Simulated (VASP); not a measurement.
# LiTi12 (a cell with a defect) in VASP: relaxation of the atoms with PBE

Aim: the relaxation of the atoms of LiTi12 (a cell with a defect) with PBE.

All numbers are computed with VASP 6.6.1; they aren't measurements. Logs are shortened: lines on timing, memory, paths and dates and some standing lists are left out, and cuts for length are marked.

### Step 1. The cell of the first run

The cell holds a defect, 13 atoms: a = 5.900 Å, b = 8.850 Å, c = 4.685 Å, α = 90.00°, β = 90.00°, γ = 120.00°.

### Step 2. Relaxation of the atoms, PBE

Input file INCAR:

```
PREC = Accurate
ENCUT = 520
EDIFF = 1E-6
ISMEAR = -1
SIGMA = 0.05
LREAL = F
LASPH = T
NELM = 80
ALGO = Normal
ISIF = 2
LWAVE = F
LCHARG = F
GGA = PE
IBRION = 2
NSW = 45
EDIFFG = -0.08
KPAR = 4
```

Input file KPOINTS:

```
Automatic mesh
0
Gamma
  3 2 4
```

Input file POSCAR:

```
LiTi12
1.0
    5.9000000000      0.0000000000      0.0000000000
   -4.4250000000      7.6643250000      0.0000000000
    0.0000000000      0.0000000000      4.6846000000
Ti Li
12 1
Direct
    0.0000000000      0.0000000000      0.0000000000
    0.1666667000      0.2222222000      0.5000000000
    0.0000000000      0.3333333000      0.0000000000
    0.1666667000      0.5555556000      0.5000000000
    0.0000000000      0.6666667000      0.0000000000
    0.1666667000      0.8888889000      0.5000000000
    0.5000000000      0.0000000000      0.0000000000
    0.6666667000      0.2222222000      0.5000000000
    0.5000000000      0.3333333000      0.0000000000
    0.6666667000      0.5555556000      0.5000000000
    0.5000000000      0.6666667000      0.0000000000
    0.6666667000      0.8888889000      0.5000000000
    0.3250215000      0.4434685000      0.2466327000
```

Potentials or basis: VASP PAW PBE potentials, release 64 (Ti_sv, Li_sv).

Run with:

```
> cat potpaw_PBE.64/Ti_sv/POTCAR potpaw_PBE.64/Li_sv/POTCAR > POTCAR
> mpirun -np 4 vasp_std > vasp.out
```

OUTCAR:

```text
PREC = Accurate
   ENCUT = 520
   EDIFF = 1E-6
   ISMEAR = -1
   LREAL = F
   LASPH = T
   NELM = 80
   ISIF = 2
   GGA = PE
   IBRION = 2
   NSW = 45
   EDIFFG = -0.08

 ion  position               nearest neighbor table
   1  0.000  0.000  0.000-  12 2.90  12 2.90   2 2.90   2 2.90   6 2.90   6 2.90
   2  0.167  0.222  0.500-  13 2.07   9 2.90   9 2.90   1 2.90   1 2.90   3 2.90   3 2.90
   3  0.000  0.333  0.000-  13 2.02   8 2.90   8 2.90   2 2.90   2 2.90   4 2.90   4 2.90
   4  0.167  0.556  0.500-  13 2.05  11 2.90  11 2.90   5 2.90   5 2.90   3 2.90   3 2.90
   5  0.000  0.667  0.000-  10 2.90  10 2.90   6 2.90   6 2.90   4 2.90   4 2.90
   6  0.167  0.889  0.500-   7 2.90   7 2.90   5 2.90   5 2.90   1 2.90   1 2.90
   7  0.500  0.000  0.000-   6 2.90   6 2.90   8 2.90   8 2.90  12 2.90  12 2.90
   8  0.667  0.222  0.500-   3 2.90   3 2.90   7 2.90   7 2.90   9 2.90   9 2.90
   9  0.500  0.333  0.000-  13 2.09   2 2.90   2 2.90   8 2.90   8 2.90  10 2.90  10 2.90
  10  0.667  0.556  0.500-  13 2.11   5 2.90   5 2.90  11 2.90  11 2.90   9 2.90   9 2.90
  11  0.500  0.667  0.000-  13 2.06   4 2.90   4 2.90  12 2.90  12 2.90  10 2.90  10 2.90
  12  0.667  0.889  0.500-   1 2.90   1 2.90  11 2.90  11 2.90   7 2.90   7 2.90
  13  0.325  0.443  0.247-   3 2.02   4 2.05  11 2.06   2 2.07   9 2.09  10 2.11

  LATTYP: Found a simple monoclinic cell.
 ALAT       =     5.9000000000
 B/A-ratio  =     0.7940000000
 C/A-ratio  =     1.3228756849
 COS(beta)  =    -0.1889822323

  Lattice vectors:

 A1 = (   5.9000000000,   0.0000000000,   0.0000000000)
 A2 = (   0.0000000000,   0.0000000000,   4.6846000000)
 A3 = (  -1.4750000000,  -7.6643250000,   0.0000000000)

Analysis of symmetry for initial positions (statically):
=====================================================================
 Subroutine PRICEL returns:
 Original cell was already a primitive cell.

 Routine SETGRP: Setting up the symmetry group for a
 simple monoclinic supercell.

 Subroutine GETGRP returns: Found  1 space group operations
 (whereof  1 operations were pure point group operations)
 out of a pool of  4 trial point group operations.

The static configuration has the point symmetry C_1 .

Analysis of symmetry for dynamics (positions and initial velocities):
=====================================================================
 Subroutine PRICEL returns:
 Original cell was already a primitive cell.

 Routine SETGRP: Setting up the symmetry group for a
 simple monoclinic supercell.

 Subroutine GETGRP returns: Found  1 space group operations
 (whereof  1 operations were pure point group operations)
 out of a pool of  4 trial point group operations.

The dynamic configuration has the point symmetry C_1 .

 Subroutine INISYM returns: Found  1 space group operations
 (whereof  1 operations are pure point group operations),
 and found     1 'primitive' translations

----------------------------------------------------------------------------------------

                                     Primitive cell

  volume of cell :     211.8354

  direct lattice vectors                    reciprocal lattice vectors
     5.900000000  0.000000000  0.000000000     0.169491525  0.097855976  0.000000000
    -4.425000000  7.664325000  0.000000000     0.000000000  0.130474634  0.000000000
     0.000000000  0.000000000  4.684600000     0.000000000  0.000000000  0.213465397

  length of vectors
     5.900000000  8.850000153  4.684600000     0.195711955  0.130474634  0.213465397

  position of ions in fractional coordinates (direct lattice)
     0.000000000  0.000000000  0.000000000
     0.166666700  0.222222200  0.500000000
     0.000000000  0.333333300  0.000000000
     0.166666700  0.555555600  0.500000000
     0.000000000  0.666666700  0.000000000
     0.166666700  0.888888900  0.500000000
     0.500000000  0.000000000  0.000000000
     0.666666700  0.222222200  0.500000000
     0.500000000  0.333333300  0.000000000
     0.666666700  0.555555600  0.500000000
     0.500000000  0.666666700  0.000000000
     0.666666700  0.888888900  0.500000000
     0.325021500  0.443468500  0.246632700

  ion indices of the primitive-cell ions
   primitive index   ion index
                 1           1
                 2           2
                 3           3
[... 56 lines left out ...]
 Following reciprocal coordinates:
            Coordinates               Weight
  0.000000  0.000000  0.000000      1.000000
  0.333333 -0.000000  0.000000      2.000000
  0.000000  0.500000  0.000000      1.000000
  0.333333  0.500000  0.000000      2.000000
  0.000000  0.000000  0.250000      2.000000
  0.333333 -0.000000  0.250000      2.000000
 -0.333333  0.000000  0.250000      2.000000
  0.000000  0.500000  0.250000      2.000000
  0.333333  0.500000  0.250000      2.000000
 -0.333333  0.500000  0.250000      2.000000
  0.000000  0.000000  0.500000      1.000000
  0.333333 -0.000000  0.500000      2.000000
  0.000000  0.500000  0.500000      1.000000
  0.333333  0.500000  0.500000      2.000000
   k-points           NKPTS =     14   k-points in BZ     NKDIM =     14   number of bands    NBANDS=     88
   number of dos      NEDOS =    301   number of ions     NIONS =     13
   total plane-waves  NPLWV = 120960
   dimension x,y,z NGX =    48 NGY =   70 NGZ =   36
   dimension x,y,z NGXF=    96 NGYF=  140 NGZF=   72
   ions per type =              12   1
   NGX,Y,Z   is equivalent  to a cutoff of  13.53, 13.15, 12.78 a.u.
   NGXF,Y,Z  is equivalent  to a cutoff of  27.05, 26.30, 25.55 a.u.
 SYSTEM =  unknown system
   PREC   = accura    normal or accurate (medium, high low for compatibility)
   ISTART =      0    job   : 0-new  1-cont  2-samecut
   ICHARG =      2    charge: 1-file 2-atom 10-const
   ISPIN  =      1    spin polarized calculation?
   LNONCOLLINEAR =      F non collinear calculations
   LSORBIT =      F    spin-orbit coupling
   LASPH  =      T    aspherical Exc in radial PAW
   ENCUT  =  520.0 eV  38.22 Ry    6.18 a.u.  10.97 16.46  8.71*2*pi/ulx,y,z
   NELM   =     80;   NELMIN=  2; NELMDL= -5     # of ELM steps
   EDIFF  = 0.1E-05   stopping-criterion for ELM
   LREAL  =      F    real-space projection
   EDIFFG = -.8E-01   stopping-criterion for IOM
   NSW    =     45    number of steps for IOM
   IBRION =      2    ionic relax: 0-MD 1-quasi-New 2-CG
   NFREE  =      1    steps in history (QN), initial steepest desc. (CG)
   ISIF   =      2    stress and relaxation
   ISYM   =      2    0-nonsym 1-usesym 2-fastsym
   POTIM  = 0.5000    time-step for ionic-motion
   TEBEG  =    0.0;   TEEND  =   0.0 temperature during run
   PSTRESS=    0.0 pullay stress
   NELECT =     147.0000    total number of electrons
   NUPDOWN=      -1.0000    fix difference up-down
   EMIN   =  10.00;   EMAX   =-10.00  energy-range for DOS
   EFERMI =   0.00;   METHOD = LEGACY
   ISMEAR =    -1;   SIGMA  =   0.05  broadening in eV -4-tet -1-fermi 0-gaus
   EFERMI_NEDOS =   21; number of points for ismear=-14 and -15
   IALGO  =     38    algorithm
   IMIX   =      4    mixing-type and parameters
     AMIX     =   0.40;   BMIX     =  1.00
     AMIX_MAG =   1.60;   BMIX_MAG =  1.00
  volume/ion in A,a.u.               =      16.30       109.96
  Fermi-wavevector in a.u.,A,eV,Ry     =   1.449376  2.738924 28.581642  2.100691
  Thomas-Fermi vector in A             =   2.567110
   LORBIT       =      0    0 simple, 1 ext, 2 COOP (PROOUT), +10 PAW based schemes
   GGA     = PE    functional components
   LHFCALC =     F    Hartree Fock is set to
   AEXX    =    0.0000 exact exchange contribution
   IVDW    =     0    specifies the selected vdW correction
   LEPSILON=     F    determine dielectric tensor
   LRPA    =     F    only Hartree local field effects (RPA)
 conjugate gradient relaxation of ions
 non-spin polarized calculation
  energy-cutoff  :      520.00
  volume of cell :      211.84
 maximum number of plane-waves:      5706
 NGX is ok and might be reduce to    48
   NGX = 21   NGY = 33   NGZ = 17

--------------------------------------- Ionic step        1  -------------------------------------------

 number of electron     147.0000002 magnetization

 Free energy of the ion-electron system (eV)
  ---------------------------------------------------
  ext. energy  EPLUGINS =         0.00000000
  ---------------------------------------------------
  free energy    TOTEN  =       -90.41726347 eV

  energy without entropy =      -90.25986796  energy(sigma->0) =      -90.33856572

------------------------ aborting loop because EDIFF is reached ----------------------------------------

  FORCE on cell =-STRESS in cart. coord.  units (eV):
  Direction    XX          YY          ZZ          XY          YZ          ZX
  --------------------------------------------------------------------------------------
  -------------------------------------------------------------------------------------
  Total        8.0306363      8.8643764      9.3217058     -0.2179313      0.0523360     -0.0882814
  in kB       60.7382255     67.0440639     70.5029899     -1.6482832      0.3958338     -0.6676999
  external PRESSURE =      66.0950931 kB  Pullay stress =       0.0000000 kB
[... 122 lines left out ...]
  FREE ENERGIE OF THE ION-ELECTRON SYSTEM (eV)
  ---------------------------------------------------
  free  energy   TOTEN  =       -92.7784565784 eV

  energy  without entropy=      -92.6665385897  energy(sigma->0) =      -92.72249758

[... ionic steps 4 to 8 ...]

--------------------------------------- Ionic step        9  -------------------------------------------

 number of electron     147.0000007 magnetization

------------------------ aborting loop because EDIFF is reached ----------------------------------------
[... 89 lines left out ...]
--------------------------------------- Ionic step       11  -------------------------------------------

 number of electron     147.0000007 magnetization

 Free energy of the ion-electron system (eV)
  ---------------------------------------------------
  ext. energy  EPLUGINS =         0.00000000
  ---------------------------------------------------
  free energy    TOTEN  =       -93.49940205 eV

  energy without entropy =      -93.38043409  energy(sigma->0) =      -93.43991807

 E-fermi :   8.2584     XC(G=0): -11.5069

 val. band max:        8.2477958241   @ k =   0.0000   0.5000   0.5000
 cond. band min:       8.2640913618   @ k =   0.0000   0.0000   0.5000
 fundamental gap:      0.0162955377
 Fermi energy:         8.2584415793

 k-point     1 :       0.0000    0.0000    0.0000
  band No.  band energies     occupation
      1     -48.4365      2.00000
      2     -48.3977      2.00000
      3     -48.3636      2.00000
      4     -48.3047      2.00000
      5     -48.2502      2.00000
      6     -48.2430      2.00000
[... 1221 lines left out ...]
     84       9.1904      0.00000
     85       9.3271      0.00000
 [bands above 85 left out]

------------------------ aborting loop because EDIFF is reached ----------------------------------------

  FORCE on cell =-STRESS in cart. coord.  units (eV):
  Direction    XX          YY          ZZ          XY          YZ          ZX
  --------------------------------------------------------------------------------------
  -------------------------------------------------------------------------------------
  Total        4.9272562      6.2973212     11.1290601      0.2690032      0.6825923     -0.1040389
  in kB       37.2663867     47.6286191     84.1725787      2.0345558      5.1626597     -0.7868789
  external PRESSURE =      56.3558615 kB  Pullay stress =       0.0000000 kB
[... 28 lines left out ...]
  FREE ENERGIE OF THE ION-ELECTRON SYSTEM (eV)
  ---------------------------------------------------
  free  energy   TOTEN  =       -93.4994020452 eV

  energy  without entropy=      -93.3804340924  energy(sigma->0) =      -93.43991807

 reached required accuracy - stopping structural energy minimisation
```

Run time: 20 min. Hardware: 4 MPI ranks of Intel Xeon Platinum 8259CL at 2.50GHz (Skylake/Cascade Lake), shared host; peak memory 0.47 GiB.

What came out:

| Property | Result |
| --- | --- |
| Free energy | -93.4994 eV |
| Energy gained by relaxing | 237.1 meV/atom |
| Ionic steps | 11 |
| Largest force after relaxing | 0.078 eV/Å |
| Band gap on the k mesh | zero (an odd number of electrons rules out a gap without spin polarisation) |

Forces in eV/Å, atoms in the order of the input:
```
Ti   0.005 -0.031  0.000
Ti   0.011 -0.051 -0.042
Ti   0.060  0.039 -0.030
Ti   0.002  0.007  0.014
Ti   0.051  0.014 -0.015
Ti  -0.012 -0.078  0.001
Ti   0.015  0.070  0.004
Ti  -0.051 -0.009  0.012
Ti  -0.021 -0.003 -0.017
Ti  -0.049 -0.035  0.042
Ti  -0.008  0.055  0.038
Ti  -0.012  0.019 -0.003
Li   0.012  0.003 -0.005
```

Step by step:
```
step  energy change (eV)  largest force (eV/Å)  pressure (GPa)
   1              0.0000                3.1426            6.61
   2             -1.8588                1.5735            5.46
   3             -2.3612                1.6596            6.67
   4             -2.4155                1.3231            6.11
   5             -2.6356                0.8245            5.94
   6             -2.8132                0.6646            5.90
   7             -2.9762                0.4517            5.78
   8             -3.0234                0.3500            5.76
   9             -3.0645                0.2284            5.62
  10             -3.0683                0.2734            5.60
  11             -3.0821                0.0784            5.64
```

Final structure:
```
CELL_PARAMETERS angstrom
5.90000 0.00000 0.00000
-4.42500 7.66432 0.00000
0.00000 0.00000 4.68460
ATOMIC_POSITIONS crystal
Ti 0.00737 0.00215 0.02604
Ti 0.14300 0.18880 0.53392
Ti 0.95347 0.31071 0.93764
Ti 0.15117 0.57471 0.56255
Ti 0.99474 0.65885 0.06803
Ti 0.16014 0.88829 0.53626
Ti 0.50249 0.99923 0.96403
Ti 0.67088 0.22933 0.43200
Ti 0.51649 0.31355 0.93876
Ti 0.70806 0.57565 0.56140
Ti 0.52651 0.70261 0.96785
Ti 0.66012 0.88874 0.47595
Li 0.33056 0.44418 0.24221
```

Levels at points of the mesh, in eV from the Fermi level:
| k point | band 70 | band 71 | band 72 | band 73 | band 74 | band 75 | band 76 | band 77 | band 78 | band 79 |
| --- | --- | --- | --- | --- | --- | --- | --- | --- | --- | --- |
| (0.00, 0.00, 0.00) | -0.55 | -0.29 | -0.16 | 0.19 | 0.28 | 0.31 | 0.32 | 0.61 | 0.70 | 0.73 |
| (0.00, 0.50, 0.00) | -0.39 | -0.31 | -0.10 | 0.12 | 0.15 | 0.23 | 0.33 | 0.52 | 0.68 | 0.72 |
| (0.00, 0.00, 0.50) | -0.31 | -0.26 | -0.26 | -0.14 | 0.01 | 0.05 | 0.34 | 0.48 | 0.55 | 0.65 |
| (0.00, 0.50, 0.50) | -0.29 | -0.27 | -0.20 | -0.12 | -0.01 | 0.11 | 0.46 | 0.48 | 0.56 | 0.69 |

Caveat: the k points lie up to 0.41 Å⁻¹ apart, too coarse for converged energies and pressures of a metal; the cutoff is under 1.25 times the usual one of these potentials, so pressure, stress and relaxed cells hold a basis-set (Pulay) error; the relaxation stopped at a loose force limit of 0.08 eV/Å, so its end isn't a converged minimum.
